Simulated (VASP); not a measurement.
# P in VASP: a series of runs, part 2 of 2

VASP 6.6.1. The steps go on from the part before.

### 3 Relaxation of cell and atoms, PBE+D3(BJ)

This run uses another cell than the first one.

INCAR reads:

```
  ALGO = Normal
  EDIFF = 1E-7
  EDIFFG = -0.005
  ENCUT = 600
  GGA = PE
  IBRION = 2
  ISIF = 3
  ISMEAR = 0
  IVDW = 12
  LASPH = True
  LATTICE_CONSTRAINTS = .TRUE. .TRUE. .FALSE.
  LCHARG = False
  LREAL = False
  LUSENCCL = False
  LWAVE = False
  NELM = 80
  NSW = 90
  PREC = Accurate
  SIGMA = 0.03
```

KPOINTS reads:

```
k-points
0
Gamma
  10 8 1
```

POSCAR reads:

```
P                                       
1.0
    3.3061281755     -0.0000000000      0.0000000000
   -0.0000000000      4.2431341466      0.0000000000
    0.0000000000      0.0000000000     35.8567681600
  P             
    16
Direct
     0.0000000000000000    0.5762202666789303    0.2560862874952551
     0.5000000000000000    0.9237797333210697    0.2560862874952551
     0.5000000000000000    0.0751335425583232    0.3160849643902267
     0.0000000000000000    0.4248664574416768    0.3160849643902267
     0.5000000000000000    0.5755183648062264    0.3985377404841137
     0.0000000000000000    0.9244816351937736    0.3985377404841137
     0.0000000000000000    0.0753724772277003    0.4587155862095728
     0.5000000000000000    0.4246275227722996    0.4587155862095728
     0.0000000000000000    0.5753724772277005    0.5412844137904275
     0.5000000000000000    0.9246275227722995    0.5412844137904275
     0.5000000000000000    0.0755183648062265    0.6014622595158858
     0.0000000000000000    0.4244816351937734    0.6014622595158858
     0.5000000000000000    0.5751335425583233    0.6839150356097736
     0.0000000000000000    0.9248664574416767    0.6839150356097736
     0.0000000000000000    0.0762202666789304    0.7439137125047449
     0.5000000000000000    0.4237797333210697    0.7439137125047449
```

Potentials or basis: VASP PAW PBE potentials, release 64 (P).

Command:

```console
> cat potpaw_PBE.64/P/POTCAR > POTCAR
> mpirun -np 1 vasp_std > vasp.out
```

OUTCAR:

```text
EDIFF = 1E-7
   EDIFFG = -0.005
   ENCUT = 600
   GGA = PE
   IBRION = 2
   ISIF = 3
   ISMEAR = 0
   IVDW = 12
   LASPH = True
   LREAL = False
   NELM = 80
   NSW = 90
   PREC = Accurate
 IVDW          = 12

 ion  position               nearest neighbor table
   1  0.000  0.576  0.256-   2 2.22   2 2.22   4 2.25
   2  0.500  0.924  0.256-   1 2.22   1 2.22   3 2.25
   3  0.500  0.075  0.316-   4 2.22   4 2.22   2 2.25
   4  0.000  0.425  0.316-   3 2.22   3 2.22   1 2.25
   5  0.500  0.576  0.399-   6 2.22   6 2.22   8 2.25
   6  0.000  0.924  0.399-   5 2.22   5 2.22   7 2.25
[... 8 lines left out ...]
  15  0.000  0.076  0.744-  16 2.22  16 2.22  14 2.25
  16  0.500  0.424  0.744-  15 2.22  15 2.22  13 2.25

  LATTYP: Found a simple orthorhombic cell.
 ALAT       =     3.3061281755
 B/A-ratio  =     1.2834148954
 C/A-ratio  =    10.8455468925

  Lattice vectors:

 A1 = (   3.3061281755,  -0.0000000000,   0.0000000000)
 A2 = (  -0.0000000000,   4.2431341466,   0.0000000000)
 A3 = (   0.0000000000,   0.0000000000,  35.8567681600)

Analysis of symmetry for initial positions (statically):
=====================================================================
 Subroutine PRICEL returns:
 Original cell was already a primitive cell.

 Routine SETGRP: Setting up the symmetry group for a
 simple orthorhombic supercell.

 Subroutine GETGRP returns: Found  8 space group operations
 (whereof  2 operations were pure point group operations)
 out of a pool of  8 trial point group operations.

The static configuration has the point symmetry C_1h.
[... 179 lines left out ...]
 maximum number of plane-waves:     16883
 NGX is ok and might be reduce to    28
   NGX = 13   NGY = 17   NGZ =143

--------------------------------------- Ionic step        1  -------------------------------------------

 number of electron      80.0000001 magnetization

 Free energy of the ion-electron system (eV)
  ---------------------------------------------------
  ext. energy  EPLUGINS =         0.00000000
  ---------------------------------------------------
  free energy    TOTEN  =       -85.61093363 eV

  energy without entropy =      -85.61084714  energy(sigma->0) =      -85.61089038

------------------------ aborting loop because EDIFF is reached ----------------------------------------

 Edisp (eV)   -5.69409

 E8    (eV) :    -2.1931
[... 315 lines left out ...]
--------------------------------------- Ionic step        7  -------------------------------------------

 number of electron      80.0000002 magnetization

 Free energy of the ion-electron system (eV)
  ---------------------------------------------------
  ext. energy  EPLUGINS =         0.00000000
  ---------------------------------------------------
  free energy    TOTEN  =       -85.60574616 eV

  energy without entropy =      -85.60569032  energy(sigma->0) =      -85.60571824

 E-fermi :   2.2609     XC(G=0):  -6.1295

 val. band max:        2.2113995022   @ k =   0.1000   0.0000   0.0000
 cond. band min:       2.3103687041   @ k =   0.1000   0.0000   0.0000
 fundamental gap:      0.0989692019
 Fermi energy:         2.2608712443

 k-point     1 :       0.0000    0.0000    0.0000
  band No.  band energies     occupation
      1     -13.7685      2.00000
      2     -13.6554      2.00000
      3     -13.5288      2.00000
      4     -13.4770      2.00000
      5     -11.2718      2.00000
      6     -11.0125      2.00000
[... 1237 lines left out ...]
     48       4.4437      0.00000
     49       5.4708      0.00000

 [... further k-points ...]

------------------------ aborting loop because EDIFF is reached ----------------------------------------

 Edisp (eV)   -5.69936

 E8    (eV) :    -2.1951
[... 39 lines left out ...]
  FREE ENERGIE OF THE ION-ELECTRON SYSTEM (eV)
  ---------------------------------------------------
  free  energy   TOTEN  =       -91.3051018384 eV

  energy  without entropy=      -91.3050459919  energy(sigma->0) =      -91.30507392

 reached required accuracy - stopping structural energy minimisation
```

OSZICAR:

```text
N       E                     dE             d eps       ncg     rms          rms(c)
DAV:   1     0.516934229948E+03    0.51693E+03   -0.33344E+04  2940   0.148E+03
DAV:   2    -0.291945463445E+02   -0.54613E+03   -0.52746E+03  4009   0.245E+02
DAV:   3    -0.837843233690E+02   -0.54590E+02   -0.53576E+02  3488   0.791E+01
[... 76 lines left out ...]
DAV:   4    -0.856057450479E+02    0.36775E-05   -0.14729E-05  3443   0.132E-02    0.672E-03
DAV:   5    -0.856057454028E+02   -0.35485E-06   -0.16685E-06  3935   0.488E-03    0.433E-03
DAV:   6    -0.856057458158E+02   -0.41301E-06   -0.20408E-07  2480   0.262E-03    0.189E-03
DAV:   7    -0.856057461475E+02   -0.33176E-06   -0.11775E-07  2066   0.193E-03    0.368E-04
DAV:   8    -0.856057461616E+02   -0.14028E-07   -0.43301E-08  1808   0.885E-04
   7 F= -.91305102E+02 E0= -.91305074E+02  d E =-.339564E-04
```

CONTCAR:

```text
P
    1.000000000000000
     3.3074991274002961    0.0000000000000000    0.0000000000000000
    -0.0000000000000000    4.2382446226823021    0.0000000000000000
     0.0000000000000000    0.0000000000000000   35.8567681600000014
  P
    16
Direct
     0.0000000000000000    0.5759970456996210    0.2561096014237794
     0.5000000000000000    0.9240029543003790    0.2561096014237794
     0.5000000000000000    0.0749618513247929    0.3161293099002978
     0.0000000000000000    0.4250381486752071    0.3161293099002978
     0.5000000000000000    0.5752591444763000    0.3985206703579165
     0.0000000000000000    0.9247408555237000    0.3985206703579165
[... 8 lines left out ...]
     0.0000000000000000    0.0759970456996210    0.7438903985762207
     0.5000000000000000    0.4240029543003789    0.7438903985762207

  0.00000000E+00  0.00000000E+00  0.00000000E+00
  0.00000000E+00  0.00000000E+00  0.00000000E+00
  0.00000000E+00  0.00000000E+00  0.00000000E+00
  0.00000000E+00  0.00000000E+00  0.00000000E+00
  0.00000000E+00  0.00000000E+00  0.00000000E+00
  0.00000000E+00  0.00000000E+00  0.00000000E+00
[... 8 lines left out ...]
  0.00000000E+00  0.00000000E+00  0.00000000E+00
  0.00000000E+00  0.00000000E+00  0.00000000E+00
```

Run time: 30 min. Hardware: 1 × NVIDIA H100 80GB with 1 thread of AMD EPYC 7R13 (Zen 3), shared host; peak memory 1.9 GiB.

Results:

- Free energy: -91.3051 eV
- Relaxed cell: a = 3.307 Å, b = 4.238 Å, c = 35.857 Å, α = 90.00°, β = 90.00°, γ = 90.00°
- Space group after relaxing (to 0.1 Å): Pbcm (No. 57)
- Energy gained by relaxing: 0.0 meV/atom
- Ionic steps: 7
- Largest force after relaxing: 0.004 eV/Å
- Band gap on the k mesh: 0.10 eV
- Dispersion energy per atom: -0.356 eV

Forces on the atoms (eV/Å):
```
P    0.000 -0.003  0.002
P    0.000  0.003  0.002
P    0.000  0.003  0.003
P    0.000 -0.003  0.003
P    0.000  0.001  0.004
P    0.000 -0.001  0.004
P    0.000  0.002 -0.003
P    0.000 -0.002 -0.003
P    0.000  0.002  0.003
P    0.000 -0.002  0.003
P    0.000  0.001 -0.004
P    0.000 -0.001 -0.004
P    0.000  0.003 -0.003
P    0.000 -0.003 -0.003
P    0.000 -0.003 -0.002
P    0.000  0.003 -0.002
```

Final structure:
```yaml
crystal:
  lattice:
    - [3.30750, 0.00000, 0.00000]
    - [0.00000, 4.23824, 0.00000]
    - [0.00000, 0.00000, 35.85677]
  atoms:
    - { symbol: P, position: [0.00000, 0.57600, 0.25611] }
    - { symbol: P, position: [0.50000, 0.92400, 0.25611] }
    - { symbol: P, position: [0.50000, 0.07496, 0.31613] }
    - { symbol: P, position: [0.00000, 0.42504, 0.31613] }
    - { symbol: P, position: [0.50000, 0.57526, 0.39852] }
    - { symbol: P, position: [0.00000, 0.92474, 0.39852] }
    - { symbol: P, position: [0.00000, 0.07512, 0.45875] }
    - { symbol: P, position: [0.50000, 0.42488, 0.45875] }
    - { symbol: P, position: [0.00000, 0.57512, 0.54125] }
    - { symbol: P, position: [0.50000, 0.92488, 0.54125] }
    - { symbol: P, position: [0.50000, 0.07526, 0.60148] }
    - { symbol: P, position: [0.00000, 0.42474, 0.60148] }
    - { symbol: P, position: [0.50000, 0.57496, 0.68387] }
    - { symbol: P, position: [0.00000, 0.92504, 0.68387] }
    - { symbol: P, position: [0.00000, 0.07600, 0.74389] }
    - { symbol: P, position: [0.50000, 0.42400, 0.74389] }
```

Levels at points of the mesh, in eV from the valence-band top:
```tsv
k point	band 36	band 37	band 38	band 39	band 40	band 41	band 42	band 43	band 44	band 45
(0.00, 0.00, 0.00)	-2.09	-1.24	-0.72	-0.13	-0.11	0.30	0.47	0.65	0.81	0.94
(0.50, 0.00, 0.00)	-2.74	-2.47	-2.47	-2.27	-2.27	0.61	0.61	0.81	0.81	0.83
(0.00, 0.50, 0.00)	-1.17	-1.05	-1.05	-1.02	-1.02	1.43	1.43	1.48	1.48	1.58
(0.50, 0.50, 0.00)	-2.31	-2.04	-2.04	-2.04	-2.04	1.77	1.77	1.77	1.77	2.14
```
